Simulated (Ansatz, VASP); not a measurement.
**Two plane-wave programs on CdS**

```
Cd S
1.0
     4.13480    0.00000    0.00000
    -2.06740    3.58084    0.00000
     0.00000    0.00000    6.74900
Cd S
2 2
Direct
  0.33333 0.66667 0.00000
  0.66667 0.33333 0.50000
  0.33333 0.66667 0.38500
  0.66667 0.33333 0.88500
```

Alike in both runs: task single point; functional PBE; k mesh 5 × 5 × 3; no spin polarisation.

```csv
,VASP,Ansatz
version,VASP 6.6.1,Ansatz 0.2.0
potentials or method,"VASP PAW PBE potentials, release 64 (Cd, S), cutoff 500 eV","PAW, plane waves, scalar-relativistic"
occupations,"methfessel-paxton of order 1, width 0.171 eV","cold, width 0.3 eV"
valence electrons in the cell,36,52
```

|  | VASP | Ansatz | Ansatz less VASP |
| --- | --- | --- | --- |
| pressure (GPa) | 2.9 | 2.5 | -0.34 |
| traceless stress, the component that is largest in VASP (GPa) | -1.58 | -1.53 | +0.053 |
| rms of the force components (eV/Å) | 0.157 | 0.152 | -0.0050 |

Atom by atom the forces differ by 0.005 eV/Å (rms over components). VASP's potentials hold 36 valence electrons a cell and Ansatz's 52, so a difference there can come from the potentials and not from the codes.
